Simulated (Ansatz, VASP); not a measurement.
## Two plane-wave programs on SiCl3

```xyz
8
Lattice="3.1050 5.3780 0.0000 -3.1050 5.3780 0.0000 0.0000 -3.5853 5.7838" Properties=species:S:1:pos:R:3 pbc="T T T"
Si    0.0000    0.0000    3.1580
Si    0.0000    7.1707    2.6259
Cl    1.0666    1.8258    1.3968
Cl    0.9905    5.3888    1.3968
Cl   -2.0571    3.5414    1.3968
Cl   -1.0666    5.3448    4.3870
Cl   -0.9905    1.7819    4.3870
Cl    2.0571    3.6293    4.3870
```

Alike in both runs: task relaxation of cell and atoms; functional PBE; k mesh 4 × 4 × 4; no spin polarisation.

|  | VASP | Ansatz |
| --- | --- | --- |
| version | VASP 6.6.1 | Ansatz 0.2.0 |
| potentials or method | VASP PAW PBE potentials, release 64 (Si, Cl), cutoff 600 eV | PAW plane waves |
| occupations | methfessel-paxton of order 1, width 0.0271 eV | cold, width 0.0271 eV |
| valence electrons in the cell | 50 | 50 |

Ansatz gave:

```
gap on the k mesh at the Fermi level, each at its own relaxed structure (eV) : none
relaxed volume (Å³/atom)                                                     : 32.17
relaxed cell length with the largest relative difference (Å)                 : 6.530
```

**Question.** Estimate VASP's values.

**Answer.** gap on the k mesh at the Fermi level, each at its own relaxed structure (eV): none; relaxed volume (Å³/atom): 31.69; relaxed cell length with the largest relative difference (Å): 6.491.

A gap of «none» marks a metal or a gap that the smearing closes. Ansatz's warnings: smearing energy in gap.

Noted on VASP's run: the volume moved by over 15 % at a fixed basis, so the end points are rough.
